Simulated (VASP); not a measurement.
# Ca (Fm-3m) in VASP: single point with r2SCAN

Aim: the single point of Ca with r2SCAN.

Program: VASP 6.6.1. These are calculated values, not measurements. Logs are shortened: lines on timing, memory, paths and dates and some standing lists are left out, and cuts for length are marked.

### 1 The cell of the first run

Symmetry: Fm-3m, No. 225, cubic system. The conventional cell has a = 5.588 Å, b = 5.588 Å, c = 5.588 Å, α = 90.00°, β = 90.00°, γ = 90.00°. Ca (site symmetry m-3m) has 12 Ca at 3.95 Å within 5.2 Å.

### 2 Single point, r2SCAN

POSCAR reads:

```
Ca
1.0
    0.0000000000      2.7942000000      2.7942000000
    2.7942000000      0.0000000000      2.7942000000
    2.7942000000      2.7942000000      0.0000000000
Ca
1
Direct
    0.0000000000      0.0000000000      0.0000000000
```

INCAR.step1 reads:

```
SYSTEM = Ca
PREC = Accurate
ENCUT = 520
ISMEAR = 0
SIGMA = 0.15
LREAL = .False.
LASPH = .True.
NELM = 60
NBANDS = 11
GGA = PE
ALGO = Normal
EDIFF = 1E-4
LWAVE = .True.
LCHARG = .False.
```

INCAR.step2 reads:

```
SYSTEM = Ca
PREC = Accurate
ENCUT = 520
EDIFF = 1E-6
ISMEAR = 0
SIGMA = 0.15
LREAL = .False.
LASPH = .True.
NELM = 60
ALGO = Normal
ISIF = 2
LWAVE = .False.
LCHARG = .True.
METAGGA = R2SCAN
LMIXTAU = .True.
LELF = .True.
LVHAR = .True.
NBANDS = 11
ISTART = 1
```

KPOINTS reads:

```
Automatic mesh
0
Gamma
  14 14 14
  0 0 0
```

Potentials or basis: VASP PAW PBE potentials, release 64 (Ca_sv).

Started as:

```bash
$ cat potpaw_PBE.64/Ca_sv/POTCAR > POTCAR
$ cp INCAR.step1 INCAR
$ mpirun -np 1 vasp_std > vasp.out
$ cp INCAR.step2 INCAR
$ mpirun -np 1 vasp_std > vasp.out
```

OUTCAR:

```text
SYSTEM = Ca
   PREC = Accurate
   ENCUT = 520
   EDIFF = 1E-6
   ISMEAR = 0
   LREAL = .False.
   LASPH = .True.
   NELM = 60
   ISIF = 2
   METAGGA = R2SCAN
   ISTART = 1

 ion  position               nearest neighbor table
   1  0.000  0.000  0.000-

  LATTYP: Found a face centered cubic cell.
 ALAT       =     5.5884000000

  Lattice vectors:

 A1 = (   0.0000000000,   2.7942000000,   2.7942000000)
 A2 = (   2.7942000000,   0.0000000000,   2.7942000000)
 A3 = (   2.7942000000,   2.7942000000,   0.0000000000)

Analysis of symmetry for initial positions (statically):
=====================================================================
 Subroutine PRICEL returns:
 Original cell was already a primitive cell.

 Routine SETGRP: Setting up the symmetry group for a
 face centered cubic supercell.

 Subroutine GETGRP returns: Found 48 space group operations
 (whereof 48 operations were pure point group operations)
 out of a pool of 48 trial point group operations.

The static configuration has the point symmetry O_h .

Analysis of symmetry for dynamics (positions and initial velocities):
=====================================================================
 Subroutine PRICEL returns:
 Original cell was already a primitive cell.

 Routine SETGRP: Setting up the symmetry group for a
 face centered cubic supercell.

 Subroutine GETGRP returns: Found 48 space group operations
 (whereof 48 operations were pure point group operations)
 out of a pool of 48 trial point group operations.

The dynamic configuration has the point symmetry O_h .

 Subroutine INISYM returns: Found 48 space group operations
 (whereof 48 operations are pure point group operations),
 and found     1 'primitive' translations

----------------------------------------------------------------------------------------

                                     Primitive cell

  volume of cell :      43.6317

  direct lattice vectors                    reciprocal lattice vectors
     0.000000000  2.794200000  2.794200000    -0.178942094  0.178942094  0.178942094
     2.794200000  0.000000000  2.794200000     0.178942094 -0.178942094  0.178942094
     2.794200000  2.794200000  0.000000000     0.178942094  0.178942094 -0.178942094

  length of vectors
     3.951595536  3.951595536  3.951595536     0.309936799  0.309936799  0.309936799

  position of ions in fractional coordinates (direct lattice)
     0.000000000  0.000000000  0.000000000

  ion indices of the primitive-cell ions
   primitive index   ion index
                 1           1

----------------------------------------------------------------------------------------

 KPOINTS: Automatic mesh

Automatic generation of k-mesh.
 Grid dimensions read from file:
 generate k-points for:   14   14   14

 Generating k-lattice:

  Cartesian coordinates                     Fractional coordinates (reciprocal lattice)
    -0.012781578  0.012781578  0.012781578     0.071428571  0.000000000  0.000000000
     0.012781578 -0.012781578  0.012781578     0.000000000  0.071428571  0.000000000
     0.012781578  0.012781578 -0.012781578     0.000000000  0.000000000  0.071428571

  Length of vectors
     0.022138343  0.022138343  0.022138343

  Shift w.r.t. Gamma in fractional coordinates (k-lattice)
     0.000000000  0.000000000  0.000000000

 Subroutine IBZKPT returns following result:
 ===========================================

 Found    104 irreducible k-points:

 Following reciprocal coordinates:
            Coordinates               Weight
  0.000000  0.000000  0.000000      1.000000
  0.071429  0.000000  0.000000      8.000000
  0.142857  0.000000  0.000000      8.000000
  0.214286  0.000000  0.000000      8.000000
  0.285714  0.000000  0.000000      8.000000
  0.357143  0.000000  0.000000      8.000000
[... 16 lines left out ...]
  0.214286  0.142857  0.000000     24.000000
  0.285714  0.142857  0.000000     24.000000
 [... further k-points ...]
   k-points           NKPTS =    104   k-points in BZ     NKDIM =    104   number of bands    NBANDS=     11
   number of dos      NEDOS =    301   number of ions     NIONS =      1
   total plane-waves  NPLWV =  27000
   dimension x,y,z NGX =    30 NGY =   30 NGZ =   30
   dimension x,y,z NGXF=    60 NGYF=   60 NGZF=   60
   ions per type =               1
   NGX,Y,Z   is equivalent  to a cutoff of  12.62, 12.62, 12.62 a.u.
   NGXF,Y,Z  is equivalent  to a cutoff of  25.24, 25.24, 25.24 a.u.
 SYSTEM =  Ca
   PREC   = accura    normal or accurate (medium, high low for compatibility)
   ISTART =      1    job   : 0-new  1-cont  2-samecut
   ICHARG =      0    charge: 1-file 2-atom 10-const
   ISPIN  =      1    spin polarized calculation?
   LNONCOLLINEAR =      F non collinear calculations
   LSORBIT =      F    spin-orbit coupling
   LASPH  =      T    aspherical Exc in radial PAW
   ENCUT  =  520.0 eV  38.22 Ry    6.18 a.u.   7.35  7.35  7.35*2*pi/ulx,y,z
   NELM   =     60;   NELMIN=  2; NELMDL=  0     # of ELM steps
   EDIFF  = 0.1E-05   stopping-criterion for ELM
   LREAL  =      F    real-space projection
   EDIFFG = 0.1E-04   stopping-criterion for IOM
   NSW    =      0    number of steps for IOM
   IBRION =     -1    ionic relax: 0-MD 1-quasi-New 2-CG
   NFREE  =      0    steps in history (QN), initial steepest desc. (CG)
   ISIF   =      2    stress and relaxation
   ISYM   =      2    0-nonsym 1-usesym 2-fastsym
   POTIM  = 0.5000    time-step for ionic-motion
   TEBEG  =    0.0;   TEEND  =   0.0 temperature during run
   PSTRESS=    0.0 pullay stress
   NELECT =      10.0000    total number of electrons
   NUPDOWN=      -1.0000    fix difference up-down
   EMIN   =  10.00;   EMAX   =-10.00  energy-range for DOS
   EFERMI =   0.00;   METHOD = LEGACY
   ISMEAR =     0;   SIGMA  =   0.15  broadening in eV -4-tet -1-fermi 0-gaus
   EFERMI_NEDOS =   21; number of points for ismear=-14 and -15
   IALGO  =     38    algorithm
   IMIX   =      4    mixing-type and parameters
     AMIX     =   0.40;   BMIX     =  1.00
     AMIX_MAG =   1.60;   BMIX_MAG =  1.00
  volume/ion in A,a.u.               =      43.63       294.44
  Fermi-wavevector in a.u.,A,eV,Ry     =   1.001861  1.893242 13.656506  1.003725
  Thomas-Fermi vector in A             =   2.134310
   LORBIT       =      0    0 simple, 1 ext, 2 COOP (PROOUT), +10 PAW based schemes
   METAGGA = R2SCAN    functional components
   LHFCALC =     F    Hartree Fock is set to
   AEXX    =    0.0000 exact exchange contribution
   IVDW    =     0    specifies the selected vdW correction
   LEPSILON=     F    determine dielectric tensor
   LRPA    =     F    only Hartree local field effects (RPA)
 non-spin polarized calculation
 Gauss-broadening in eV      SIGMA  =   0.15
  energy-cutoff  :      520.00
  volume of cell :       43.63
 maximum number of plane-waves:      1211
 NGX is ok and might be reduce to    30
   NGX = 15   NGY = 15   NGZ = 15

 number of electron       9.9999997 magnetization

 Free energy of the ion-electron system (eV)
  ---------------------------------------------------
  ext. energy  EPLUGINS =         0.00000000
  ---------------------------------------------------
  free energy    TOTEN  =        -7.03891079 eV

  energy without entropy =       -7.02587755  energy(sigma->0) =       -7.03239417

 E-fermi :   1.8657     XC(G=0):  -8.1109

 val. band max:        1.8602890588   @ k =  -0.4286   0.0714   0.0000
 cond. band min:       1.8757809443   @ k =  -0.3571   0.4286   0.1429
 fundamental gap:      0.0154918855
 Fermi energy:         1.8656693275

 k-point     1 :       0.0000    0.0000    0.0000
  band No.  band energies     occupation
      1     -41.9901      2.00000
      2     -22.0220      2.00000
      3     -22.0220      2.00000
      4     -22.0220      2.00000
      5      -2.3617      2.00000
      6       4.5278      0.00000
      7       4.5278      0.00000
      8       4.5278      0.00000
      9       5.6169      0.00000
     10       5.6169      0.00000
     11      11.3290      0.00000

 k-point     2 :       0.0714    0.0000    0.0000
  band No.  band energies     occupation
      1     -41.9895      2.00000
      2     -22.0285      2.00000
      3     -22.0229      2.00000
      4     -22.0229      2.00000
      5      -2.2716      2.00000
      6       4.4223      0.00000
      7       4.5618      0.00000
      8       4.5618      0.00000
      9       5.5857      0.00000
     10       5.5857      0.00000
     11      11.4314      0.00000

 k-point     3 :       0.1429    0.0000    0.0000
  band No.  band energies     occupation
      1     -41.9878      2.00000
      2     -22.0468      2.00000
      3     -22.0254      2.00000
      4     -22.0253      2.00000
      5      -2.0056      2.00000
      6       4.1357      0.00000
      7       4.6384      0.00000
      8       4.6384      0.00000
      9       5.5289      0.00000
     10       5.5289      0.00000
     11      11.2689      0.00000

 k-point     4 :       0.2143    0.0000    0.0000
  band No.  band energies     occupation
      1     -41.9853      2.00000
      2     -22.0730      2.00000
      3     -22.0289      2.00000
      4     -22.0289      2.00000
      5      -1.5759      2.00000
      6       3.7266      0.00000
      7       4.6761      0.00000
      8       4.6761      0.00000
      9       5.5520      0.00000
     10       5.5520      0.00000
     11      10.1483      0.00000
[... 239 lines left out ...]
 k-point    22 :       0.1429    0.1429    0.0000
  band No.  band energies     occupation
      1     -41.9870      2.00000
      2     -22.0460      2.00000
      3     -22.0309      2.00000
      4     -22.0309      2.00000
      5      -1.8885      2.00000
      6       4.0611      0.00000
      7       4.7090      0.00000
      8       4.7091      0.00000
      9       5.1490      0.00000
     10       5.7355      0.00000
     11      11.8369      0.00000

 k-point    23 :       0.2143    0.1429    0.0000
  band No.  band energies     occupation
      1     -41.9851      2.00000
      2     -22.0630      2.00000
      3     -22.0353      2.00000
      4     -22.0343      2.00000
      5      -1.5740      2.00000
      6       3.8076      0.00000
      7       4.7070      0.00000
      8       4.7988      0.00000
      9       5.0495      0.00000
     10       5.7960      0.00000
     11      11.1390      0.00000

 k-point    24 :       0.2857    0.1429    0.0000
  band No.  band energies     occupation
      1     -41.9827      2.00000
      2     -22.0866      2.00000
      3     -22.0398      2.00000
      4     -22.0384      2.00000
      5      -1.1058      2.00000
      6       3.4675      0.00000
      7       4.4635      0.00000
      8       4.8299      0.00000
      9       5.2732      0.00000
     10       5.9176      0.00000
     11       9.9184      0.00000

 [... further k-points ...]

------------------------ aborting loop because EDIFF is reached ----------------------------------------

  FORCE on cell =-STRESS in cart. coord.  units (eV):
  Direction    XX          YY          ZZ          XY          YZ          ZX
  --------------------------------------------------------------------------------------
  -------------------------------------------------------------------------------------
  Total       -0.0408301     -0.0408301     -0.0408301      0.0000000      0.0000000     -0.0000000
  in kB       -1.4993010     -1.4993010     -1.4993010      0.0000000      0.0000000     -0.0000000
  external PRESSURE =      -1.4993010 kB  Pullay stress =       0.0000000 kB

 VOLUME and BASIS-vectors are now :
 -----------------------------------------------------------------------------
  energy-cutoff  :      520.00
  volume of cell :       43.63
      direct lattice vectors                 reciprocal lattice vectors
     0.000000000  2.794200000  2.794200000    -0.178942094  0.178942094  0.178942094
     2.794200000  0.000000000  2.794200000     0.178942094 -0.178942094  0.178942094
     2.794200000  2.794200000  0.000000000     0.178942094  0.178942094 -0.178942094

 POSITION                                       TOTAL-FORCE (eV/Angst)
 -----------------------------------------------------------------------------------
      0.00000      0.00000      0.00000         0.000000     -0.000000     -0.000000
 -----------------------------------------------------------------------------------
    total drift:                               -0.000000     -0.000000      0.000000

  FREE ENERGIE OF THE ION-ELECTRON SYSTEM (eV)
  ---------------------------------------------------
  free  energy   TOTEN  =        -7.0389107946 eV

  energy  without entropy=       -7.0258775480  energy(sigma->0) =       -7.03239417
```

It took 4.9 min on 1 thread of Intel Xeon 8259CL, shared host; peak memory 0.2 GiB.

What came out:

* Free energy: -7.0389 eV
* Pressure: -0.1 GPa
* Band gap on the k mesh: zero (bands 5 and 6 overlap by 0.54 eV)

Levels at points of the mesh, in eV from the Fermi level:
| k point | band 3 | band 4 | band 5 | band 6 | band 7 | band 8 |
| --- | --- | --- | --- | --- | --- | --- |
| (0.00, 0.00, 0.00) | -23.89 | -23.89 | -4.23 | 2.66 | 2.66 | 2.66 |
| (0.50, 0.00, 0.00) | -23.91 | -23.91 | -0.93 | -0.31 | 2.53 | 2.53 |
| (0.50, 0.50, 0.00) | -23.93 | -23.93 | -0.37 | 0.78 | 0.88 | 4.43 |

Caveat: the PAW data sets were made with another functional, which shifts forces and pressure a little.
